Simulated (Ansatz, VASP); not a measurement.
## Two plane-wave programs on SrTa2O7F2

```
Ta O Sr F
1.0
     0.00000    3.91589    0.00000
     3.91589    0.00000    0.00000
     1.95794    1.95794   -9.02164
Ta O Sr F
2 7 1 2
Direct
  0.38335 0.38335 0.23331
  0.61665 0.61665 0.76669
  0.27096 0.27096 0.45808
  0.72904 0.72904 0.54192
  0.60225 0.10225 0.79550
  0.10225 0.60225 0.79550
  0.39775 0.89775 0.20450
  0.89775 0.39775 0.20450
  0.50000 0.50000 0.00000
  0.00000 0.00000 0.00000
  0.75000 0.25000 0.50000
  0.25000 0.75000 0.50000
```

Alike in both runs: functional r2SCAN; k mesh 5 × 5 × 5; no spin polarisation.

Ansatz relaxed the structure, and its values are those at the end. VASP's run is a single point on that final structure, the one shown.

```csv
,VASP,Ansatz
version,VASP 6.6.1,Ansatz 0.2.0
potentials or method,"VASP PAW PBE potentials, release 64 (Ta_pv, O, Sr_sv, F), cutoff 520 eV",PAW plane waves
occupations,"fermi-dirac, width 0.1 eV",fermi-dirac
valence electrons in the cell,88,92
```

VASP gave:

* pressure (GPa): 3.2
* rms of the force components (eV/Å): 0.025

Problem. Which values does Ansatz return?

Solution. Pressure (GPa): 2.4; rms of the force components (eV/Å): 0.001.

VASP's potentials were made for PBE, not for r2SCAN. VASP's potentials hold 88 valence electrons a cell and Ansatz's 92, so a difference there can come from the potentials and not from the codes. Ansatz's warnings: stress scf threshold loose.

Spin-orbit coupling is off throughout.
